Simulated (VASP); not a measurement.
Runs of VASP 6.6.1 on Ga2GeO. The structure is that of space group P4/mmm (No. 123), or close to it. The cells are those of the table. 

```csv
task,cell,k mesh,cutoff (eV),gap on the mesh (eV),pressure (GPa)
single point,"a = 3.574, b = 3.574, c = 4.923 Å, 4 atoms",14 × 14 × 10,520,none,0.1
single point,"a = 3.582, b = 3.582, c = 4.898 Å, 4 atoms",6 × 6 × 4,520,none,0.2
relaxation of cell and atoms,"relaxed from a = 3.347, b = 3.347, c = 4.728 Å, 4 atoms",6 × 6 × 4,600,none,-0.1
single point,"a = 3.347, b = 3.347, c = 4.728 Å, 4 atoms",6 × 6 × 4,520,none,(a)
```

Alike in all rows: level PBE; potentials or basis VASP PAW PBE potentials, release 64 (Ga_d, Ge_d, O); no spin polarisation; smearing gaussian 0.1 eV.

Task: Estimate the missing entries.

Result: (a) 22.1.

A k mesh can miss the band edges, and the runs leave out spin-orbit coupling on Ga, Ge.

A gap of «none» marks levels without a gap at the run's occupations.
